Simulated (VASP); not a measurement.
# ZnIrC4N4 (P-43m) in VASP: single point with PBE

Aim: the single point of ZnIrC4N4 with PBE.

Program: VASP 6.6.1. These are calculated values, not measurements. Logs are shortened: lines on timing, memory, paths and dates and some standing lists are left out, and cuts for length are marked.

## (1) The cell of the first run

It takes space group P-43m (No. 215, cubic). The conventional cell has a = 5.898 Å, b = 5.898 Å, c = 5.898 Å, α = 90.00°, β = 90.00°, γ = 90.00°. Within 2.6 Å of Zn (site symmetry -43m) lie 4 N at 1.96 Å. Ir (site symmetry -43m) has 4 C at 1.97 Å within 2.6 Å. Within 1.6 Å of C (site symmetry 3m) lie 1 N at 1.17 Å. Within 1.6 Å of N (site symmetry 3m) lie 1 C at 1.17 Å.

## (2) Single point, PBE, collinear spin

Input file INCAR:

```
SYSTEM = ZnIrC4N4
  PREC = Accurate
  ENCUT = 600
  EDIFF = 1E-6
  ISMEAR = 0
  SIGMA = 0.02
  LREAL = .FALSE.
  LASPH = .TRUE.
  NELM = 200
  ALGO = Normal
  ISIF = 2
  LWAVE = .FALSE.
  LCHARG = .FALSE.
  ISPIN = 2
  MAGMOM = 0 0.91 0 0 0 0 0 0 0 0
  LORBIT = 11
  LMAXMIX = 4
  GGA = PE
  NBANDS = 44
  GGA_COMPAT = .FALSE.
```

Input file KPOINTS:

```
Automatic mesh
0
G
  6 6 6
  0 0 0
```

Input file POSCAR:

```
ZnIrC4N4
1.0
    5.8983853350      0.0000000000      0.0000000000
    0.0000000000      5.8983853350      0.0000000000
    0.0000000000      0.0000000000      5.8983853350
Zn Ir C N
1 1 4 4
Direct
    0.5000000000      0.5000000000      0.5000000000
    0.0000000000      0.0000000000      0.0000000000
    0.1930454512      0.1930454512      0.1930454512
    0.1930454512      0.8069545488      0.8069545488
    0.8069545488      0.1930454512      0.8069545488
    0.8069545488      0.8069545488      0.1930454512
    0.3078729203      0.3078729203      0.3078729203
    0.3078729203      0.6921270797      0.6921270797
    0.6921270797      0.3078729203      0.6921270797
    0.6921270797      0.6921270797      0.3078729203
```

Potentials or basis: VASP PAW PBE potentials, release 64 (Zn, Ir, C, N).

On the command line:

```console
cat potpaw_PBE.64/Zn/POTCAR potpaw_PBE.64/Ir/POTCAR potpaw_PBE.64/C/POTCAR potpaw_PBE.64/N/POTCAR > POTCAR
mpirun -np 1 vasp_std > vasp.out
```

OUTCAR:

```text
SYSTEM = ZnIrC4N4
   PREC = Accurate
   ENCUT = 600
   EDIFF = 1E-6
   ISMEAR = 0
   LREAL = .FALSE.
   LASPH = .TRUE.
   NELM = 200
   ISIF = 2
   ISPIN = 2
   LORBIT = 11
   GGA = PE

 ion  position               nearest neighbor table
   1  0.500  0.500  0.500-   7 1.96   8 1.96   9 1.96  10 1.96
   2  0.000  0.000  0.000-   3 1.97   4 1.97   5 1.97   6 1.97
   3  0.193  0.193  0.193-   7 1.17   2 1.97
   4  0.193  0.807  0.807-   8 1.17   2 1.97
   5  0.807  0.193  0.807-   9 1.17   2 1.97
   6  0.807  0.807  0.193-  10 1.17   2 1.97
   7  0.308  0.308  0.308-   3 1.17   1 1.96
   8  0.308  0.692  0.692-   4 1.17   1 1.96
   9  0.692  0.308  0.692-   5 1.17   1 1.96
  10  0.692  0.692  0.308-   6 1.17   1 1.96

  LATTYP: Found a simple cubic cell.
 ALAT       =     5.8983853350

  Lattice vectors:

 A1 = (   5.8983853350,   0.0000000000,   0.0000000000)
 A2 = (   0.0000000000,   5.8983853350,   0.0000000000)
 A3 = (   0.0000000000,   0.0000000000,   5.8983853350)

Analysis of symmetry for initial positions (statically):
=====================================================================
 Subroutine PRICEL returns:
 Original cell was already a primitive cell.

 Routine SETGRP: Setting up the symmetry group for a
 simple cubic supercell.

 Subroutine GETGRP returns: Found 24 space group operations
 (whereof 24 operations were pure point group operations)
 out of a pool of 48 trial point group operations.

The static configuration has the point symmetry T_d .

Analysis of symmetry for dynamics (positions and initial velocities):
=====================================================================
 Subroutine PRICEL returns:
 Original cell was already a primitive cell.

 Routine SETGRP: Setting up the symmetry group for a
 simple cubic supercell.

 Subroutine GETGRP returns: Found 24 space group operations
 (whereof 24 operations were pure point group operations)
 out of a pool of 48 trial point group operations.

The dynamic configuration has the point symmetry T_d .

Analysis of structural, dynamic, and magnetic symmetry:
=====================================================================
 Subroutine PRICEL returns:
 Original cell was already a primitive cell.

 Routine SETGRP: Setting up the symmetry group for a
 simple cubic supercell.

 Subroutine GETGRP returns: Found 24 space group operations
 (whereof 24 operations were pure point group operations)
 out of a pool of 48 trial point group operations.

The overall configuration has the point symmetry T_d .

 Subroutine INISYM returns: Found 24 space group operations
 (whereof 24 operations are pure point group operations),
 and found     1 'primitive' translations

----------------------------------------------------------------------------------------

                                     Primitive cell

  volume of cell :     205.2104

  direct lattice vectors                    reciprocal lattice vectors
     5.898385335  0.000000000  0.000000000     0.169537923  0.000000000  0.000000000
     0.000000000  5.898385335  0.000000000     0.000000000  0.169537923  0.000000000
     0.000000000  0.000000000  5.898385335     0.000000000  0.000000000  0.169537923

  length of vectors
     5.898385335  5.898385335  5.898385335     0.169537923  0.169537923  0.169537923

  position of ions in fractional coordinates (direct lattice)
     0.500000000  0.500000000  0.500000000
     0.000000000  0.000000000  0.000000000
     0.193045451  0.193045451  0.193045451
     0.193045451  0.806954549  0.806954549
     0.806954549  0.193045451  0.806954549
     0.806954549  0.806954549  0.193045451
     0.307872920  0.307872920  0.307872920
     0.307872920  0.692127080  0.692127080
     0.692127080  0.307872920  0.692127080
     0.692127080  0.692127080  0.307872920

  ion indices of the primitive-cell ions
   primitive index   ion index
                 1           1
                 2           2
                 3           3
                 4           4
                 5           5
                 6           6
                 7           7
                 8           8
                 9           9
                10          10

[... 58 lines left out ...]
   ISTART =      0    job   : 0-new  1-cont  2-samecut
   ICHARG =      2    charge: 1-file 2-atom 10-const
   ISPIN  =      2    spin polarized calculation?
   LNONCOLLINEAR =      F non collinear calculations
   LSORBIT =      F    spin-orbit coupling
   LASPH  =      T    aspherical Exc in radial PAW
   ENCUT  =  600.0 eV  44.10 Ry    6.64 a.u.  11.78 11.78 11.78*2*pi/ulx,y,z
   NELM   =    200;   NELMIN=  2; NELMDL= -5     # of ELM steps
   EDIFF  = 0.1E-05   stopping-criterion for ELM
   LREAL  =      F    real-space projection
   EDIFFG = 0.1E-04   stopping-criterion for IOM
   NSW    =      0    number of steps for IOM
   IBRION =     -1    ionic relax: 0-MD 1-quasi-New 2-CG
   NFREE  =      0    steps in history (QN), initial steepest desc. (CG)
   ISIF   =      2    stress and relaxation
   ISYM   =      2    0-nonsym 1-usesym 2-fastsym
   POTIM  = 0.5000    time-step for ionic-motion
   TEBEG  =    0.0;   TEEND  =   0.0 temperature during run
   PSTRESS=    0.0 pullay stress
   NELECT =      57.0000    total number of electrons
   NUPDOWN=      -1.0000    fix difference up-down
   EMIN   =  10.00;   EMAX   =-10.00  energy-range for DOS
   EFERMI =   0.00;   METHOD = LEGACY
   ISMEAR =     0;   SIGMA  =   0.02  broadening in eV -4-tet -1-fermi 0-gaus
   EFERMI_NEDOS =   21; number of points for ismear=-14 and -15
   IALGO  =     38    algorithm
   IMIX   =      4    mixing-type and parameters
     AMIX     =   0.40;   BMIX     =  1.00
     AMIX_MAG =   1.60;   BMIX_MAG =  1.00
  volume/ion in A,a.u.               =      20.52       138.48
  Fermi-wavevector in a.u.,A,eV,Ry     =   1.068153  2.018516 15.523567  1.140950
  Thomas-Fermi vector in A             =   2.203792
   LORBIT       =     11    0 simple, 1 ext, 2 COOP (PROOUT), +10 PAW based schemes
   GGA     = PE    functional components
   LHFCALC =     F    Hartree Fock is set to
   AEXX    =    0.0000 exact exchange contribution
   IVDW    =     0    specifies the selected vdW correction
   LEPSILON=     F    determine dielectric tensor
   LRPA    =     F    only Hartree local field effects (RPA)
 spin polarized calculation
 Gauss-broadening in eV      SIGMA  =   0.02
  energy-cutoff  :      600.00
  volume of cell :      205.21
 maximum number of plane-waves:      6892
 NGX is ok and might be reduce to    48
   NGX = 23   NGY = 23   NGZ = 23

 number of electron      56.9999996 magnetization       2.9999453

 Free energy of the ion-electron system (eV)
  ---------------------------------------------------
  ext. energy  EPLUGINS =         0.00000000
  ---------------------------------------------------
  free energy    TOTEN  =       -75.73701568 eV

  energy without entropy =      -75.73701568  energy(sigma->0) =      -75.73701568

 E-fermi :  -1.1108     XC(G=0):  -7.3132

 val. band max:       -1.2181617043   @ k =   0.5000   0.5000   0.0000
 cond. band min:      -0.7566110828   @ k =   0.0000   0.0000   0.0000
 fundamental gap:      0.4615506215
 Fermi energy:        -1.1108114932

 spin component 1

 k-point     1 :       0.0000    0.0000    0.0000
  band No.  band energies     occupation
      1     -18.8799      1.00000
      2     -18.7391      1.00000
      3     -18.7391      1.00000
      4     -18.7391      1.00000
      5     -10.1295      1.00000
      6      -9.1619      1.00000
[... 849 lines left out ...]
     39       5.2761      0.00000
     40       6.2909      0.00000
 Fermi energy:        -1.1108114932

 spin component 2

 k-point     1 :       0.0000    0.0000    0.0000
  band No.  band energies     occupation
      1     -18.6865      1.00000
      2     -18.5463      1.00000
      3     -18.5463      1.00000
      4     -18.5463      1.00000
      5      -9.8296      1.00000
      6      -8.9137      1.00000
[... 849 lines left out ...]
     39       5.5085      0.00000
     40       6.4803      0.00000
 [bands above 40 left out]

------------------------ aborting loop because EDIFF is reached ----------------------------------------

  FORCE on cell =-STRESS in cart. coord.  units (eV):
  Direction    XX          YY          ZZ          XY          YZ          ZX
  --------------------------------------------------------------------------------------
  -------------------------------------------------------------------------------------
  Total        0.6351874      0.6351874      0.6351874      0.0000000      0.0000000      0.0000000
  in kB        4.9592162      4.9592162      4.9592162      0.0000000      0.0000000      0.0000000
  external PRESSURE =       4.9592162 kB  Pullay stress =       0.0000000 kB

 VOLUME and BASIS-vectors are now :
 -----------------------------------------------------------------------------
  energy-cutoff  :      600.00
  volume of cell :      205.21
      direct lattice vectors                 reciprocal lattice vectors
     5.898385335  0.000000000  0.000000000     0.169537923  0.000000000  0.000000000
     0.000000000  5.898385335  0.000000000     0.000000000  0.169537923  0.000000000
     0.000000000  0.000000000  5.898385335     0.000000000  0.000000000  0.169537923

 POSITION                                       TOTAL-FORCE (eV/Angst)
 -----------------------------------------------------------------------------------
      2.94919      2.94919      2.94919        -0.000000     -0.000000     -0.000000
      0.00000      0.00000      0.00000        -0.000000     -0.000000     -0.000000
      1.13866      1.13866      1.13866        -0.135123     -0.135123     -0.135123
      1.13866      4.75973      4.75973        -0.135123      0.135123      0.135123
      4.75973      1.13866      4.75973         0.135123     -0.135123      0.135123
      4.75973      4.75973      1.13866         0.135123      0.135123     -0.135123
      1.81595      1.81595      1.81595         0.157125      0.157125      0.157125
      1.81595      4.08243      4.08243         0.157125     -0.157125     -0.157125
      4.08243      1.81595      4.08243        -0.157125      0.157125     -0.157125
      4.08243      4.08243      1.81595        -0.157125     -0.157125      0.157125
 -----------------------------------------------------------------------------------
    total drift:                                0.000000      0.000000     -0.000000

  FREE ENERGIE OF THE ION-ELECTRON SYSTEM (eV)
  ---------------------------------------------------
  free  energy   TOTEN  =       -75.7370156761 eV

  energy  without entropy=      -75.7370156761  energy(sigma->0) =      -75.73701568

 total charge

# of ion       s       p       d       tot
------------------------------------------
    1        0.443   0.547   9.863  10.853
    2        0.720   0.899   6.987   8.606
    3        0.938   1.644   0.000   2.582
    4        0.938   1.644   0.000   2.582
    5        0.938   1.644   0.000   2.582
    6        0.938   1.644   0.000   2.582
    7        1.289   2.592   0.000   3.881
    8        1.289   2.592   0.000   3.881
    9        1.289   2.592   0.000   3.881
   10        1.289   2.592   0.000   3.881
--------------------------------------------------
tot         10.072  18.391  16.850  45.313

 magnetization (x)

# of ion       s       p       d       tot
------------------------------------------
    1        0.001   0.003   0.018   0.022
    2        0.014   0.342   1.120   1.476
    3        0.020   0.020   0.000   0.040
    4        0.020   0.020   0.000   0.040
    5        0.020   0.020   0.000   0.040
    6        0.020   0.020   0.000   0.040
    7        0.008   0.123   0.000   0.131
    8        0.008   0.123   0.000   0.131
    9        0.008   0.123   0.000   0.131
   10        0.008   0.123   0.000   0.131
--------------------------------------------------
tot          0.127   0.917   1.138   2.182
```

Run time: 4 min. Hardware: 1 thread of AMD EPYC 9R45 (Zen 5), shared host; peak memory 0.6 GiB.

What came out:

| Quantity | Value |
| --- | --- |
| Free energy | -75.7370 eV |
| Pressure | 0.5 GPa |
| Largest force | 0.272 eV/Å |
| Band gap on the k mesh | 0.46 eV (least direct gap 0.70 eV) |
| Net moment | 3.00 μB per cell |
| Site moments | Zn +0.02; Ir +1.48; C +0.04; N +0.13 μB |
| Valence electrons inside the program's atomic spheres | Zn 10.85; Ir 8.61; C 2.58; N 3.88 |

Forces on the atoms (eV/Å):
```
Zn   0.000  0.000  0.000
Ir   0.000  0.000  0.000
C   -0.135 -0.135 -0.135
C   -0.135  0.135  0.135
C    0.135 -0.135  0.135
C    0.135  0.135 -0.135
N    0.157  0.157  0.157
N    0.157 -0.157 -0.157
N   -0.157  0.157 -0.157
N   -0.157 -0.157  0.157
```

Caveat: spin-orbit coupling is left out, which moves the levels of the heavy elements. A k mesh can miss the band edges.
